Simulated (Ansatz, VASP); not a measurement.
**In2O3 in VASP and in Ansatz**

Contents of INCAR:

```
SYSTEM = In2O3
ALGO     = Normal         ! electronic algorithm
EDIFF    = 1E-6           ! SCF threshold, eV
ENCUT    = 520            ! plane-wave cutoff, eV
GGA      = PE             ! functional
ISIF     = 2              ! what is computed and relaxed
ISMEAR   = -1             ! smearing method
LASPH    = .True.         ! aspherical terms in the spheres
LCHARG   = .False.        ! write CHGCAR
LREAL    = .False.        ! projectors in reciprocal space
LWAVE    = .False.        ! write WAVECAR
NBANDS   = 55             ! bands
NELM     = 100            ! most SCF steps
PREC     = Accurate       ! precision mode
SIGMA    = 0.02           ! smearing width, eV
```

The input KPOINTS:

```
k-points
0
Gamma
  6 6 6
  0 0 0
```

Contents of POSCAR:

```
In2O3
1.0
    2.7538210395      1.5899193184      4.7572533666
   -2.7538210395      1.5899193184      4.7572533666
    0.0000000000     -3.1798386370      4.7572533665
In O
4 6
Direct
    0.8582639034      0.8582639034      0.8582639034
    0.3582639034      0.3582639034      0.3582639034
    0.1417360966      0.1417360966      0.1417360966
    0.6417360966      0.6417360966      0.6417360966
    0.4539076907      0.0460923093      0.7500000000
    0.0460923093      0.7500000000      0.4539076907
    0.5460923093      0.9539076907      0.2500000000
    0.2500000000      0.5460923093      0.9539076907
    0.9539076907      0.2500000000      0.5460923093
    0.7500000000      0.4539076907      0.0460923093
```

Input for Ansatz:

```yaml
crystal:
  lattice:
    - [2.7538210395, 1.5899193184, 4.7572533666]
    - [-2.7538210395, 1.5899193184, 4.7572533666]
    - [0.0, -3.179838637, 4.7572533665]
  atoms:
    - { symbol: In, position: [0.8582639034, 0.8582639034, 0.8582639034] }
    - { symbol: In, position: [0.3582639034, 0.3582639034, 0.3582639034] }
    - { symbol: In, position: [0.1417360966, 0.1417360966, 0.1417360966] }
    - { symbol: In, position: [0.6417360966, 0.6417360966, 0.6417360966] }
    - { symbol: O, position: [0.4539076907, 0.0460923093, 0.75] }
    - { symbol: O, position: [0.0460923093, 0.75, 0.4539076907] }
    - { symbol: O, position: [0.5460923093, 0.9539076907, 0.25] }
    - { symbol: O, position: [0.25, 0.5460923093, 0.9539076907] }
    - { symbol: O, position: [0.9539076907, 0.25, 0.5460923093] }
    - { symbol: O, position: [0.75, 0.4539076907, 0.0460923093] }
kpoints:
  mp_grid: { grid: [6, 6, 6] }
  band_path:
    path:
      - [0.0, 0.0, 0.0]
      - [0.5, 0.5, 0.5]
      - [0.7618181098, 0.2381818902, 0.5]
      - [0.5, -0.2381818902, 0.2381818902]
      - [0.5, 0.0, 0.0]
      - [0.3690909451, -0.3690909451, 0.0]
      - [0.6309090549, 0.0, 0.3690909451]
      - [0.5, 0.0, 0.5]
      - [0.010417, 0.010417, 0.3125]
    npoints: 1
hamiltonian:
  xc: pbe
scf:
  occupations: { method: fermi_dirac, width: 0.02 }
  n_extra_bands: 6
output:
  forces: true
  stress: true
  eigenvalues: true
```

Change from the starting cell: uniaxial_z strain -2.0%.

Alike in both runs: task single point; functional PBE; k mesh 6 × 6 × 6; occupations fermi-dirac, width 0.02 eV; no spin polarisation.

|  | VASP | Ansatz |
| --- | --- | --- |
| version | VASP 6.6.1 | Ansatz 0.2.0 |
| potentials or method | VASP PAW PBE potentials, release 64 (In_d, O) | plane waves, PAW |
| plane-wave cutoff (eV) | 520 | 420 |
| valence electrons in the cell | 88 | 88 |

Ansatz gave:

```
gap on the k mesh at the Fermi level (eV)                     : 1.31
pressure (GPa)                                                : 9.6
traceless stress, the component that is largest in VASP (GPa) : 0.81
rms of the force components (eV/Å)                            : 0.043
```

Problem. What did VASP give for the same quantities?

Solution. gap on the k mesh at the Fermi level (eV): 1.30; pressure (GPa): 10.2; traceless stress, the component that is largest in VASP (GPa): 0.69; rms of the force components (eV/Å): 0.040.

Atom by atom the forces differ by 0.006 eV/Å (rms over components). The functional is the same, so the differences come from potentials, cutoffs and numerics.
